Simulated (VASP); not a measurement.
# K3S3Br (Pm-3m) in VASP: a series of runs

The runs below take K3S3Br through single point, relaxation of cell and atoms, with PBE.

Program: VASP 6.6.1. These are calculated values, not measurements. Logs are shortened: lines on timing, memory, paths and dates and some standing lists are left out, and cuts for length are marked.

## Step 1: The cell of the first run

The structure is cubic, space group Pm-3m (No. 221). The conventional cell has a = 6.105 Å, b = 6.105 Å, c = 6.105 Å, α = 90.00°, β = 90.00°, γ = 90.00°. Within 4.0 Å of K (site symmetry 4/mmm) lie 4 S at 3.05 Å. Within 4.0 Å of S (site symmetry 4/mmm) lie 4 K at 3.05 Å and 2 Br at 3.05 Å. Br (site symmetry m-3m) has 6 S at 3.05 Å within 4.0 Å.

The cell was generated, and may not be a known phase.

## Step 2: Single point, PBE

INCAR reads:

```
SYSTEM = K3S3Br
ALGO     = Normal         ! electronic algorithm
EDIFF    = 1E-6           ! SCF threshold, eV
ENCUT    = 520            ! plane-wave cutoff, eV
GGA      = PE             ! functional
ISIF     = 2              ! what is computed and relaxed
ISMEAR   = 0              ! smearing method
LASPH    = .TRUE.         ! aspherical terms in the spheres
LCHARG   = .FALSE.        ! write CHGCAR
LREAL    = .FALSE.        ! projectors in reciprocal space
LWAVE    = .FALSE.        ! write WAVECAR
NBANDS   = 35             ! bands
NELM     = 100            ! most SCF steps
PREC     = Accurate       ! precision mode
SIGMA    = 0.1            ! smearing width, eV
```

KPOINTS reads:

```
k-points
0
G
  6 6 6
  0 0 0
```

POSCAR reads:

```
K3S3Br
1.0
    6.1052421706      0.0000000000      0.0000000000
    0.0000000000      6.1052421706      0.0000000000
    0.0000000000      0.0000000000      6.1052421706
K S Br
3 3 1
Direct
    0.0000000000      0.0000000000      0.5000000000
    0.5000000000      0.0000000000      0.0000000000
    0.0000000000      0.5000000000      0.0000000000
    0.0000000000      0.5000000000      0.5000000000
    0.5000000000      0.0000000000      0.5000000000
    0.5000000000      0.5000000000      0.0000000000
    0.5000000000      0.5000000000      0.5000000000
```

Potentials or basis: VASP PAW PBE potentials, release 64 (K_sv, S, Br).

On the command line:

```bash
$ cat potpaw_PBE.64/K_sv/POTCAR potpaw_PBE.64/S/POTCAR potpaw_PBE.64/Br/POTCAR > POTCAR
$ mpirun -np 1 vasp_std > vasp.out
```

OUTCAR:

```text
SYSTEM = K3S3Br
   EDIFF = 1E-6
   ENCUT = 520
   GGA = PE
   ISIF = 2
   ISMEAR = 0
   LASPH = .TRUE.
   LREAL = .FALSE.
   NELM = 100
   PREC = Accurate

 ion  position               nearest neighbor table
   1  0.000  0.000  0.500-   4 3.05   5 3.05   4 3.05   5 3.05
   2  0.500  0.000  0.000-   5 3.05   6 3.05   5 3.05   6 3.05
   3  0.000  0.500  0.000-   4 3.05   6 3.05   4 3.05   6 3.05
   4  0.000  0.500  0.500-   1 3.05   3 3.05   3 3.05   1 3.05
   5  0.500  0.000  0.500-   1 3.05   2 3.05   2 3.05   1 3.05
   6  0.500  0.500  0.000-   2 3.05   3 3.05   2 3.05   3 3.05
   7  0.500  0.500  0.500-

  LATTYP: Found a simple cubic cell.
 ALAT       =     6.1052421706

  Lattice vectors:

 A1 = (   6.1052421706,   0.0000000000,   0.0000000000)
 A2 = (   0.0000000000,   6.1052421706,   0.0000000000)
 A3 = (   0.0000000000,   0.0000000000,   6.1052421706)

Analysis of symmetry for initial positions (statically):
=====================================================================
 Subroutine PRICEL returns:
 Original cell was already a primitive cell.

 Routine SETGRP: Setting up the symmetry group for a
 simple cubic supercell.

 Subroutine GETGRP returns: Found 48 space group operations
 (whereof 48 operations were pure point group operations)
 out of a pool of 48 trial point group operations.

The static configuration has the point symmetry O_h .

Analysis of symmetry for dynamics (positions and initial velocities):
=====================================================================
 Subroutine PRICEL returns:
 Original cell was already a primitive cell.

 Routine SETGRP: Setting up the symmetry group for a
 simple cubic supercell.

 Subroutine GETGRP returns: Found 48 space group operations
 (whereof 48 operations were pure point group operations)
 out of a pool of 48 trial point group operations.

The dynamic configuration has the point symmetry O_h .

 Subroutine INISYM returns: Found 48 space group operations
 (whereof 48 operations are pure point group operations),
 and found     1 'primitive' translations

----------------------------------------------------------------------------------------

                                     Primitive cell

  volume of cell :     227.5667

  direct lattice vectors                    reciprocal lattice vectors
     6.105242171  0.000000000  0.000000000     0.163793667  0.000000000  0.000000000
     0.000000000  6.105242171  0.000000000     0.000000000  0.163793667  0.000000000
     0.000000000  0.000000000  6.105242171     0.000000000  0.000000000  0.163793667

  length of vectors
     6.105242171  6.105242171  6.105242171     0.163793667  0.163793667  0.163793667

  position of ions in fractional coordinates (direct lattice)
     0.000000000  0.000000000  0.500000000
     0.500000000  0.000000000  0.000000000
     0.000000000  0.500000000  0.000000000
     0.000000000  0.500000000  0.500000000
     0.500000000  0.000000000  0.500000000
     0.500000000  0.500000000  0.000000000
     0.500000000  0.500000000  0.500000000

  ion indices of the primitive-cell ions
   primitive index   ion index
                 1           1
                 2           2
                 3           3
                 4           4
                 5           5
                 6           6
                 7           7

----------------------------------------------------------------------------------------

 KPOINTS: k-points

Automatic generation of k-mesh.
 Grid dimensions read from file:
 generate k-points for:    6    6    6

 Generating k-lattice:

  Cartesian coordinates                     Fractional coordinates (reciprocal lattice)
     0.027298944  0.000000000  0.000000000     0.166666667  0.000000000  0.000000000
     0.000000000  0.027298944  0.000000000     0.000000000  0.166666667  0.000000000
     0.000000000  0.000000000  0.027298944     0.000000000  0.000000000  0.166666667

  Length of vectors
     0.027298944  0.027298944  0.027298944

  Shift w.r.t. Gamma in fractional coordinates (k-lattice)
     0.000000000  0.000000000  0.000000000

 Subroutine IBZKPT returns following result:
 ===========================================

 Found     20 irreducible k-points:

 Following reciprocal coordinates:
            Coordinates               Weight
  0.000000  0.000000  0.000000      1.000000
  0.166667  0.000000  0.000000      6.000000
  0.333333  0.000000  0.000000      6.000000
  0.500000  0.000000  0.000000      3.000000
  0.166667  0.166667  0.000000     12.000000
  0.333333  0.166667  0.000000     24.000000
[... 12 lines left out ...]
  0.500000  0.500000  0.333333      6.000000
  0.500000  0.500000  0.500000      1.000000
   k-points           NKPTS =     20   k-points in BZ     NKDIM =     20   number of bands    NBANDS=     35
   number of dos      NEDOS =    301   number of ions     NIONS =      7
   total plane-waves  NPLWV = 110592
   dimension x,y,z NGX =    48 NGY =   48 NGZ =   48
   dimension x,y,z NGXF=    96 NGYF=   96 NGZF=   96
   ions per type =               3   3   1
   NGX,Y,Z   is equivalent  to a cutoff of  13.07, 13.07, 13.07 a.u.
   NGXF,Y,Z  is equivalent  to a cutoff of  26.14, 26.14, 26.14 a.u.
 SYSTEM =  K3S3Br
   PREC   = accura    normal or accurate (medium, high low for compatibility)
   ISTART =      0    job   : 0-new  1-cont  2-samecut
   ICHARG =      2    charge: 1-file 2-atom 10-const
   ISPIN  =      1    spin polarized calculation?
   LNONCOLLINEAR =      F non collinear calculations
   LSORBIT =      F    spin-orbit coupling
   LASPH  =      T    aspherical Exc in radial PAW
   ENCUT  =  520.0 eV  38.22 Ry    6.18 a.u.  11.35 11.35 11.35*2*pi/ulx,y,z
   NELM   =    100;   NELMIN=  2; NELMDL= -5     # of ELM steps
   EDIFF  = 0.1E-05   stopping-criterion for ELM
   LREAL  =      F    real-space projection
   EDIFFG = 0.1E-04   stopping-criterion for IOM
   NSW    =      0    number of steps for IOM
   IBRION =     -1    ionic relax: 0-MD 1-quasi-New 2-CG
   NFREE  =      0    steps in history (QN), initial steepest desc. (CG)
   ISIF   =      2    stress and relaxation
   ISYM   =      2    0-nonsym 1-usesym 2-fastsym
   POTIM  = 0.5000    time-step for ionic-motion
   TEBEG  =    0.0;   TEEND  =   0.0 temperature during run
   PSTRESS=    0.0 pullay stress
   NELECT =      52.0000    total number of electrons
   NUPDOWN=      -1.0000    fix difference up-down
   EMIN   =  10.00;   EMAX   =-10.00  energy-range for DOS
   EFERMI =   0.00;   METHOD = LEGACY
   ISMEAR =     0;   SIGMA  =   0.10  broadening in eV -4-tet -1-fermi 0-gaus
   EFERMI_NEDOS =   21; number of points for ismear=-14 and -15
   IALGO  =     38    algorithm
   IMIX   =      4    mixing-type and parameters
     AMIX     =   0.40;   BMIX     =  1.00
     AMIX_MAG =   1.60;   BMIX_MAG =  1.00
  volume/ion in A,a.u.               =      32.51       219.39
  Fermi-wavevector in a.u.,A,eV,Ry     =   1.000859  1.891350 13.629220  1.001719
  Thomas-Fermi vector in A             =   2.133243
   LORBIT       =      0    0 simple, 1 ext, 2 COOP (PROOUT), +10 PAW based schemes
   GGA     = PE    functional components
   LHFCALC =     F    Hartree Fock is set to
   AEXX    =    0.0000 exact exchange contribution
   IVDW    =     0    specifies the selected vdW correction
   LEPSILON=     F    determine dielectric tensor
   LRPA    =     F    only Hartree local field effects (RPA)
 non-spin polarized calculation
 Gauss-broadening in eV      SIGMA  =   0.10
  energy-cutoff  :      520.00
  volume of cell :      227.57
 maximum number of plane-waves:      6152
 NGX is ok and might be reduce to    48
   NGX = 23   NGY = 23   NGZ = 23

 number of electron      51.9999998 magnetization

 Free energy of the ion-electron system (eV)
  ---------------------------------------------------
  ext. energy  EPLUGINS =         0.00000000
  ---------------------------------------------------
  free energy    TOTEN  =       -19.43527619 eV

  energy without entropy =      -19.39923774  energy(sigma->0) =      -19.41725696

 E-fermi :   0.1559     XC(G=0):  -7.5405

 val. band max:        0.1541594738   @ k =   0.3333   0.1667   0.1667
 cond. band min:       0.1641007577   @ k =   0.5000   0.3333   0.0000
 fundamental gap:      0.0099412839
 Fermi energy:         0.1559357875

 k-point     1 :       0.0000    0.0000    0.0000
  band No.  band energies     occupation
      1     -28.8024      2.00000
      2     -28.7879      2.00000
      3     -28.7879      2.00000
      4     -14.8248      2.00000
      5     -12.5125      2.00000
      6     -12.5125      2.00000
[... 27 lines left out ...]
     34       6.9700      0.00000
     35       6.9715      0.00000

 k-point     2 :       0.1667    0.0000    0.0000
  band No.  band energies     occupation
      1     -28.8015      2.00000
      2     -28.7888      2.00000
      3     -28.7879      2.00000
      4     -14.8200      2.00000
      5     -12.5103      2.00000
      6     -12.5103      2.00000
[... 27 lines left out ...]
     34       6.7393      0.00000
     35       7.0100      0.00000

 k-point     3 :       0.3333    0.0000    0.0000
  band No.  band energies     occupation
      1     -28.7992      2.00000
      2     -28.7909      2.00000
      3     -28.7878      2.00000
      4     -14.8105      2.00000
      5     -12.5058      2.00000
      6     -12.5058      2.00000
[... 27 lines left out ...]
     34       6.2335      0.00000
     35       7.0684      0.00000

 k-point     4 :       0.5000    0.0000    0.0000
  band No.  band energies     occupation
      1     -28.7974      2.00000
      2     -28.7927      2.00000
      3     -28.7878      2.00000
      4     -14.8057      2.00000
      5     -12.5035      2.00000
      6     -12.5035      2.00000
[... 27 lines left out ...]
     34       5.7200      0.00000
     35       7.0959      0.00000

 k-point     5 :       0.1667    0.1667    0.0000
  band No.  band energies     occupation
      1     -28.8007      2.00000
      2     -28.7891      2.00000
      3     -28.7883      2.00000
      4     -14.8150      2.00000
      5     -12.5205      2.00000
      6     -12.5081      2.00000
[... 486 lines left out ...]
 k-point    18 :       0.5000    0.3333    0.3333
  band No.  band energies     occupation
      1     -28.7937      2.00000
      2     -28.7925      2.00000
      3     -28.7912      2.00000
      4     -14.7658      2.00000
      5     -12.5768      2.00000
      6     -12.5103      2.00000
[... 27 lines left out ...]
     34       7.1092      0.00000
     35       7.2933      0.00000

 k-point    19 :       0.5000    0.5000    0.3333
  band No.  band energies     occupation
      1     -28.7924      2.00000
      2     -28.7924      2.00000
      3     -28.7924      2.00000
      4     -14.7585      2.00000
      5     -12.5842      2.00000
      6     -12.5373      2.00000
[... 27 lines left out ...]
     34       7.2837      0.00000
     35       7.2837      0.00000

 k-point    20 :       0.5000    0.5000    0.5000
  band No.  band energies     occupation
      1     -28.7924      2.00000
      2     -28.7924      2.00000
      3     -28.7924      2.00000
      4     -14.7507      2.00000
      5     -12.5926      2.00000
      6     -12.5450      2.00000
[... 27 lines left out ...]
     34       7.3302      0.00000
     35       7.3302      0.00000

------------------------ aborting loop because EDIFF is reached ----------------------------------------

  FORCE on cell =-STRESS in cart. coord.  units (eV):
  Direction    XX          YY          ZZ          XY          YZ          ZX
  --------------------------------------------------------------------------------------
  -------------------------------------------------------------------------------------
  Total        0.0623897      0.0623897      0.0623897      0.0000000      0.0000000     -0.0000000
  in kB        0.4392534      0.4392534      0.4392534      0.0000000      0.0000000     -0.0000000
  external PRESSURE =       0.4392534 kB  Pullay stress =       0.0000000 kB

 VOLUME and BASIS-vectors are now :
 -----------------------------------------------------------------------------
  energy-cutoff  :      520.00
  volume of cell :      227.57
      direct lattice vectors                 reciprocal lattice vectors
     6.105242171  0.000000000  0.000000000     0.163793667  0.000000000  0.000000000
     0.000000000  6.105242171  0.000000000     0.000000000  0.163793667  0.000000000
     0.000000000  0.000000000  6.105242171     0.000000000  0.000000000  0.163793667

 POSITION                                       TOTAL-FORCE (eV/Angst)
 -----------------------------------------------------------------------------------
      0.00000      0.00000      3.05262         0.000000      0.000000      0.000000
      3.05262      0.00000      0.00000         0.000000      0.000000      0.000000
      0.00000      3.05262      0.00000         0.000000      0.000000      0.000000
      0.00000      3.05262      3.05262         0.000000      0.000000      0.000000
      3.05262      0.00000      3.05262         0.000000      0.000000      0.000000
      3.05262      3.05262      0.00000         0.000000      0.000000      0.000000
      3.05262      3.05262      3.05262         0.000000      0.000000      0.000000
 -----------------------------------------------------------------------------------
    total drift:                                0.000000      0.000000      0.000000

  FREE ENERGIE OF THE ION-ELECTRON SYSTEM (eV)
  ---------------------------------------------------
  free  energy   TOTEN  =       -19.4352761868 eV

  energy  without entropy=      -19.3992377365  energy(sigma->0) =      -19.41725696
```

Wall time 87 s (1 thread of Intel Xeon 6975P-C (Granite Rapids), shared host); peak memory 0.39 GiB.

Results:

| Item | Value |
| --- | --- |
| Free energy | -19.4353 eV |
| Pressure | 0.0 GPa |
| Band gap on the k mesh | zero (bands 26 and 27 overlap by 1.81 eV) |

Levels at points of the mesh, in eV from the Fermi level:
| k point | band 23 | band 24 | band 25 | band 26 | band 27 | band 28 | band 29 | band 30 |
| --- | --- | --- | --- | --- | --- | --- | --- | --- |
| (0.00, 0.00, 0.00) | -0.20 | -0.20 | -0.20 | 1.39 | 1.39 | 1.39 | 2.26 | 4.77 |
| (0.50, 0.00, 0.00) | -0.40 | -0.40 | -0.28 | -0.28 | 1.37 | 1.37 | 3.16 | 4.95 |
| (0.50, 0.50, 0.00) | -0.72 | -0.53 | -0.44 | -0.44 | -0.38 | 1.35 | 3.65 | 4.94 |
| (0.50, 0.50, 0.50) | -1.05 | -0.56 | -0.56 | -0.42 | -0.42 | -0.42 | 3.61 | 5.46 |

(Continued in part 2 of 2.)

The gap in the log of VASP goes by the Fermi energy; the results here count the filled bands.